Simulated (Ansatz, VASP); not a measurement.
## Mg5SiN2: VASP beside Ansatz

```xyz
8
Lattice="2.9456 1.7007 4.8043 -2.9456 1.7007 4.8043 0.0000 -3.4013 4.8043" Properties=species:S:1:pos:R:3 pbc="T T T"
Mg    0.0000   -1.7007    2.4022
Mg    1.4728    0.8503    2.4022
Mg   -1.4728    0.8503    2.4022
Mg    0.0000    0.0000    8.9555
Mg    0.0000    0.0000    5.4576
Si    0.0000    0.0000    0.0000
N     0.0000    0.0000   10.9141
N     0.0000    0.0000    3.4989
```

Alike in both runs: functional PBE; k mesh 3 × 3 × 3; occupations gaussian, width 0.15 eV; no spin polarisation.

Ansatz relaxed the structure, and its values are those at the end. VASP's run is a single point on that final structure, the one shown.

```csv
,VASP,Ansatz
version,VASP 6.6.1,Ansatz 0.2.0
potentials or method,"VASP PAW PBE potentials, release 64 (Mg, Si, N), cutoff 600 eV","scalar-relativistic, plane waves, PAW"
valence electrons in the cell,24,64
```

|  | VASP | Ansatz | Ansatz less VASP |
| --- | --- | --- | --- |
| gap on the k mesh at the Fermi level (eV) | none | none | - |
| pressure (GPa) | -0.1 | 0.1 | +0.17 |
| rms of the force components (eV/Å) | 0.014 | 0.010 | -0.0040 |

A gap of «none» marks a metal or a gap that the smearing closes. The functional is the same, so the differences come from potentials, cutoffs and numerics. VASP's potentials hold 24 valence electrons a cell and Ansatz's 64, so a difference there can come from the potentials and not from the codes.

The k mesh is coarse, so the values compare programs but aren't converged.
